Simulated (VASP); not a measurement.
# GaSb (Immm) in VASP: a series of runs

Runs on GaSb. Level: r2SCAN. Tasks: single point.

Program: VASP 6.6.1. These are calculated values, not measurements. Logs are shortened: lines on timing, memory, paths and dates and some standing lists are left out, and cuts for length are marked.

## (1) The cell of the first run

Symmetry: Immm, No. 71, orthorhombic system. The conventional cell has a = 3.112 Å, b = 5.350 Å, c = 5.787 Å, α = 90.00°, β = 90.00°, γ = 90.00°. Within 3.8 Å of Ga (site symmetry mmm) lie 6 Sb at 2.89 to 3.09 Å and 2 Ga at 3.11 Å. Within 3.8 Å of Sb (site symmetry mmm) lie 6 Ga at 2.89 to 3.09 Å and 2 Sb at 3.11 Å.

## (2) Single point, r2SCAN

Input file POSCAR:

```
GaSb
1.0
    4.2364760000      0.0000000000      0.0000000000
   -0.2844838720      4.2269135105      0.0000000000
   -0.8583656977     -3.1583953935      2.6898839688
Ga Sb
1 1
Direct
    0.0000000000      0.0000000000      0.0000000000
    0.5000000000      0.5000000000      0.0000000000
```

Input file INCAR.step1:

```
PREC     = Accurate       # precision mode
ENCUT    = 520            # plane-wave cutoff, eV
ISMEAR   = -1             # smearing method
SIGMA    = 0.05           # smearing width, eV
LREAL    = F              # projectors in reciprocal space
LASPH    = T              # aspherical terms in the spheres
NELM     = 60             # most SCF steps
NBANDS   = 16             # bands
GGA      = PE             # functional
ALGO     = Normal         # electronic algorithm
EDIFF    = 1E-4           # SCF threshold, eV
LWAVE    = T              # write WAVECAR
LCHARG   = F              # write CHGCAR
```

Input file INCAR.step2:

```
PREC     = Accurate       # precision mode
ENCUT    = 520            # plane-wave cutoff, eV
EDIFF    = 1E-6           # SCF threshold, eV
ISMEAR   = -1             # smearing method
SIGMA    = 0.05           # smearing width, eV
LREAL    = F              # projectors in reciprocal space
LASPH    = T              # aspherical terms in the spheres
NELM     = 60             # most SCF steps
ALGO     = Normal         # electronic algorithm
ISIF     = 2              # what is computed and relaxed
LWAVE    = F              # write WAVECAR
LCHARG   = F              # write CHGCAR
METAGGA  = R2SCAN         # meta-GGA
LMIXTAU  = T            
NBANDS   = 16             # bands
ISTART   = 1
```

Input file KPOINTS:

```
regular mesh
0
Gamma
  3 3 3
```

Potentials or basis: VASP PAW PBE potentials, release 64 (Ga_d, Sb).

Started as:

```bash
cat potpaw_PBE.64/Ga_d/POTCAR potpaw_PBE.64/Sb/POTCAR > POTCAR
cp INCAR.step1 INCAR
mpirun -np 1 vasp_std > vasp.out
cp INCAR.step2 INCAR
mpirun -np 1 vasp_std > vasp.out
```

OUTCAR:

```text
PREC = Accurate
   ENCUT = 520
   EDIFF = 1E-6
   ISMEAR = -1
   LREAL = F
   LASPH = T
   NELM = 60
   ISIF = 2
   METAGGA = R2SCAN
   ISTART = 1

 ion  position               nearest neighbor table
   1  0.000  0.000  0.000-   2 2.89   2 2.89   2 3.09   2 3.09   2 3.09   2 3.09
   2  0.500  0.500  0.000-   1 2.89   1 2.89   1 3.09   1 3.09   1 3.09   1 3.09

  LATTYP: Found a body centered orthorhombic cell.
 ALAT       =     3.1118020295
 B/A-ratio  =     1.7192630375
 C/A-ratio  =     1.8595739288

  Lattice vectors:

 A1 = (   4.2364760000,   0.0000000000,   0.0000000000)
 A2 = (  -0.2844838720,   4.2269135105,   0.0000000000)
 A3 = (  -0.8583656977,  -3.1583953935,   2.6898839688)

Analysis of symmetry for initial positions (statically):
=====================================================================
 Subroutine PRICEL returns:
 Original cell was already a primitive cell.

 Routine SETGRP: Setting up the symmetry group for a
 body centered orthorhombic supercell.

 Subroutine GETGRP returns: Found  8 space group operations
 (whereof  8 operations were pure point group operations)
 out of a pool of  8 trial point group operations.

The static configuration has the point symmetry D_2h.

Analysis of symmetry for dynamics (positions and initial velocities):
=====================================================================
 Subroutine PRICEL returns:
 Original cell was already a primitive cell.

 Routine SETGRP: Setting up the symmetry group for a
 body centered orthorhombic supercell.

 Subroutine GETGRP returns: Found  8 space group operations
 (whereof  8 operations were pure point group operations)
 out of a pool of  8 trial point group operations.

The dynamic configuration has the point symmetry D_2h.

 Subroutine INISYM returns: Found  8 space group operations
 (whereof  8 operations are pure point group operations),
 and found     1 'primitive' translations

----------------------------------------------------------------------------------------

                                     Primitive cell

  volume of cell :      48.1683

  direct lattice vectors                    reciprocal lattice vectors
     4.236476000  0.000000000  0.000000000     0.236045241  0.015886548  0.093977711
    -0.284483872  4.226913511  0.000000000     0.000000000  0.236579243  0.277785511
    -0.858365698 -3.158395394  2.689883969     0.000000000  0.000000000  0.371763248

  length of vectors
[... 64 lines left out ...]
   NELM   =     60;   NELMIN=  2; NELMDL=  0     # of ELM steps
   EDIFF  = 0.1E-05   stopping-criterion for ELM
   LREAL  =      F    real-space projection
   EDIFFG = 0.1E-04   stopping-criterion for IOM
   NSW    =      0    number of steps for IOM
   IBRION =     -1    ionic relax: 0-MD 1-quasi-New 2-CG
   NFREE  =      0    steps in history (QN), initial steepest desc. (CG)
   ISIF   =      2    stress and relaxation
   ISYM   =      2    0-nonsym 1-usesym 2-fastsym
   POTIM  = 0.5000    time-step for ionic-motion
   TEBEG  =    0.0;   TEEND  =   0.0 temperature during run
   PSTRESS=    0.0 pullay stress
   NELECT =      18.0000    total number of electrons
   NUPDOWN=      -1.0000    fix difference up-down
   EMIN   =  10.00;   EMAX   =-10.00  energy-range for DOS
   EFERMI =   0.00;   METHOD = LEGACY
   ISMEAR =    -1;   SIGMA  =   0.05  broadening in eV -4-tet -1-fermi 0-gaus
   EFERMI_NEDOS =   21; number of points for ismear=-14 and -15
   IALGO  =     38    algorithm
   IMIX   =      4    mixing-type and parameters
     AMIX     =   0.40;   BMIX     =  1.00
     AMIX_MAG =   1.60;   BMIX_MAG =  1.00
  volume/ion in A,a.u.               =      24.08       162.53
  Fermi-wavevector in a.u.,A,eV,Ry     =   1.179175  2.228319 18.918287  1.390455
  Thomas-Fermi vector in A             =   2.315491
   LORBIT       =      0    0 simple, 1 ext, 2 COOP (PROOUT), +10 PAW based schemes
   METAGGA = R2SCAN    functional components
   LHFCALC =     F    Hartree Fock is set to
   AEXX    =    0.0000 exact exchange contribution
   IVDW    =     0    specifies the selected vdW correction
   LEPSILON=     F    determine dielectric tensor
   LRPA    =     F    only Hartree local field effects (RPA)
 non-spin polarized calculation
  energy-cutoff  :      520.00
  volume of cell :       48.17
 maximum number of plane-waves:      1304
   NGX = 15   NGY = 15   NGZ = 15

 number of electron      17.9999989 magnetization

 Free energy of the ion-electron system (eV)
  ---------------------------------------------------
  ext. energy  EPLUGINS =         0.00000000
  ---------------------------------------------------
  free energy    TOTEN  =       -37.08954269 eV

  energy without entropy =      -37.07927375  energy(sigma->0) =      -37.08440822

 E-fermi :   6.3915     XC(G=0): -10.9565

 val. band max:        5.4831671059   @ k =   0.3333   0.0000  -0.0000
 cond. band min:       6.3914923980   @ k =  -0.3333   0.3333   0.0000
 fundamental gap:      0.9083252921
 Fermi energy:         6.3914923421

 k-point     1 :       0.0000    0.0000    0.0000
  band No.  band energies     occupation
      1      -9.2598      2.00000
      2      -9.1367      2.00000
      3      -9.1330      2.00000
      4      -9.1262      2.00000
      5      -9.1001      2.00000
      6      -5.9790      2.00000
[... 129 lines left out ...]
      3      -9.1334      2.00000
      4      -9.1057      2.00000
      5      -9.0966      2.00000
      6      -4.2707      2.00000
[... 8 lines left out ...]
     15      16.6317      0.00000
     16      20.5506      0.00000

------------------------ aborting loop because EDIFF is reached ----------------------------------------

  FORCE on cell =-STRESS in cart. coord.  units (eV):
  Direction    XX          YY          ZZ          XY          YZ          ZX
  --------------------------------------------------------------------------------------
  -------------------------------------------------------------------------------------
  Total       -1.2197499     -1.1573346     -0.3662945      0.4636874      0.7726222     -0.8263700
  in kB      -40.5713732    -38.4953144    -12.1837047     15.4231891     25.6989946    -27.4867533
  external PRESSURE =     -30.4167975 kB  Pullay stress =       0.0000000 kB

 VOLUME and BASIS-vectors are now :
 -----------------------------------------------------------------------------
  energy-cutoff  :      520.00
  volume of cell :       48.17
      direct lattice vectors                 reciprocal lattice vectors
     4.236476000  0.000000000  0.000000000     0.236045241  0.015886548  0.093977711
    -0.284483872  4.226913511  0.000000000     0.000000000  0.236579243  0.277785511
    -0.858365698 -3.158395394  2.689883969     0.000000000  0.000000000  0.371763248

 POSITION                                       TOTAL-FORCE (eV/Angst)
 -----------------------------------------------------------------------------------
      0.00000      0.00000      0.00000        -0.000000     -0.000000      0.000000
      1.97600      2.11346      0.00000         0.000000      0.000000      0.000000
 -----------------------------------------------------------------------------------
    total drift:                               -0.000000     -0.000000      0.000000

  FREE ENERGIE OF THE ION-ELECTRON SYSTEM (eV)
  ---------------------------------------------------
  free  energy   TOTEN  =       -37.0895426894 eV

  energy  without entropy=      -37.0792737548  energy(sigma->0) =      -37.08440822
```

OSZICAR.step1:

```text
N       E                     dE             d eps       ncg     rms          rms(c)
DAV:   1     0.810741011192E+02    0.81074E+02   -0.86593E+03   264   0.149E+03
DAV:   2    -0.831424660538E+00   -0.81906E+02   -0.78829E+02   304   0.310E+02
DAV:   3    -0.700073498285E+01   -0.61693E+01   -0.61550E+01   304   0.632E+01
DAV:   4    -0.710459936806E+01   -0.10386E+00   -0.10385E+00   320   0.931E+00
DAV:   5    -0.710669831359E+01   -0.20989E-02   -0.20989E-02   328   0.121E+00    0.247E+00
DAV:   6    -0.706097756545E+01    0.45721E-01   -0.91058E-02   384   0.431E+00    0.140E+00
DAV:   7    -0.705849724627E+01    0.24803E-02   -0.17571E-02   352   0.107E+00    0.468E-01
DAV:   8    -0.705849094631E+01    0.63000E-05   -0.29584E-03   328   0.625E-01    0.387E-02
DAV:   9    -0.705850040310E+01   -0.94568E-05   -0.26133E-04   328   0.219E-01
   1 F= -.70585004E+01 E0= -.70533655E+01  d E =-.102697E-01
```

It took 23 s on 1 thread of Intel Xeon Platinum 8488C (Sapphire Rapids), shared host; peak memory 0.19 GiB.

What came out:

| Item | Value |
| --- | --- |
| Free energy | -37.0895 eV |
| Pressure | -3.0 GPa |
| Band gap on the k mesh | zero (band 9 reaches 7.34 eV, above the bottom of band 10 at 3.45 eV) |

Caveat: the k points lie up to 0.78 Å⁻¹ apart; the PAW data sets were made with another functional, which shifts forces and pressure a little; spin-orbit coupling is left out, which moves the levels of the heavy elements.

## (3) Single point, r2SCAN

POSCAR is that of step 2.

Input file INCAR.step1:

```
ALGO = Normal
EDIFF = 1E-4
ENCUT = 520
GGA = PE
ISMEAR = -1
LASPH = T
LCHARG = F
LREAL = F
LWAVE = T
NBANDS = 16
NELM = 80
PREC = Accurate
SIGMA = 0.05
```

Input file INCAR.step2:

```
ALGO = Normal
EDIFF = 1E-7
ENCUT = 520
ISIF = 2
ISMEAR = -1
ISTART = 1
LASPH = T
LCHARG = F
LMIXTAU = T
LREAL = F
LWAVE = F
METAGGA = R2SCAN
NBANDS = 16
NELM = 80
PREC = Accurate
SIGMA = 0.05
```

Input file KPOINTS:

```
k-points
0
Gamma
  4 4 4
```

Potentials or basis: VASP PAW PBE potentials, release 64 (Ga_d, Sb).

Started as:

```bash
cat potpaw_PBE.64/Ga_d/POTCAR potpaw_PBE.64/Sb/POTCAR > POTCAR
cp INCAR.step1 INCAR
mpirun -np 1 vasp_std > vasp.out
cp INCAR.step2 INCAR
mpirun -np 1 vasp_std > vasp.out
```

Wall time 55 s (1 thread of Intel Xeon Platinum 8488C (Sapphire Rapids), shared host); peak memory 0.19 GiB.

It converged, with:

```
Free energy            : -36.8548 eV
Pressure               : -2.9 GPa
Band gap on the k mesh : zero (band 9 reaches 8.00 eV, above the bottom of band 10 at 4.56 eV)
```

Stress tensor (GPa, compression positive):
```
-4.75 -2.06 -2.52
-2.06 -5.03  2.36
-2.52  2.36  1.11
```

Levels at points of the mesh, in eV from the Fermi level:
```tsv
k point	band 5	band 6	band 7	band 8	band 9	band 10	band 11	band 12	band 13	band 14
(0.00, 0.00, 0.00)	-15.44	-12.48	-3.19	-2.35	-1.88	3.80	5.77	6.49	7.96	8.49
(0.50, 0.00, 0.00)	-15.44	-10.97	-8.44	-0.27	1.55	2.28	2.83	5.17	7.38	9.39
(0.00, 0.50, 0.00)	-15.42	-8.29	-6.28	-2.09	-0.47	-0.30	1.20	3.10	3.94	9.41
(0.50, 0.50, 0.00)	-15.42	-8.26	-5.24	-3.01	-2.25	-1.89	3.74	4.07	6.89	7.78
(0.50, 0.50, 0.50)	-15.44	-9.87	-6.23	-5.31	-5.03	3.52	7.56	10.17	10.94	10.95
```

Caveat: the k points lie up to 0.58 Å⁻¹ apart; the PAW data sets were made with another functional, which shifts forces and pressure a little; spin-orbit coupling is left out, which moves the levels of the heavy elements.

[end of part 1 of 2]
